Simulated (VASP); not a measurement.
Input of a VASP 6.6.1 run:

INCAR

```
SYSTEM = SrTiO3
PREC = Accurate ; ENCUT = 520
EDIFF = 1E-6 ; ISMEAR = 0
SIGMA = 0.05 ; LREAL = .FALSE.
LASPH = .TRUE. ; NELM = 100
ALGO = Normal ; ISIF = 2
LWAVE = .FALSE. ; LCHARG = .TRUE.
GGA = PS ; LELF = .TRUE.
LVHAR = .TRUE. ; NBANDS = 28
```

The input KPOINTS:

```
Automatic mesh
0
G
  8 8 8
  0 0 0
```

POSCAR

```
SrTiO3
1.0
    3.9952814271      0.0000000000      0.0000000000
    0.0000000000      3.9952814271      0.0000000000
    0.0000000000      0.0000000000      3.8913815400
Sr Ti O
1 1 3
Direct
    0.0024043448      0.0000000000      0.0000000000
    0.5059354150      0.5000000000      0.5000000000
   -0.0096992381      0.5000000000      0.5000000000
    0.4893868027      0.0000000000      0.5000000000
    0.4893868027      0.5000000000      0.0000000000
```

Potentials or basis: VASP PAW PBE potentials, release 64 (Sr_sv, Ti_sv, O).

Launch:

```bash
$ cat potpaw_PBE.64/Sr_sv/POTCAR potpaw_PBE.64/Ti_sv/POTCAR potpaw_PBE.64/O/POTCAR > POTCAR
$ mpirun -np 1 vasp_std > vasp.out
```

Problem. What does it give for the largest force?

Solution. 0.210 eV/Å.

Problem. Estimate the band gap on the k mesh.

Solution. 1.74 eV (least direct gap 2.18 eV).

Problem. Estimate the pressure.

Solution. -7.7 GPa.

Forces on the atoms (eV/Å):
```
Sr   0.046  0.000  0.000
Ti   0.147  0.000  0.000
O   -0.210  0.000  0.000
O    0.033  0.000  0.000
O   -0.016  0.000  0.000
```

Caveat: the cell differs from its parent crystal (atoms displaced along a vibrational mode, the cell strained); the stress differs along the axes, from -10 to -4 GPa; the PAW data sets were made with another functional, which shifts forces and pressure a little. A k mesh can miss the band edges.
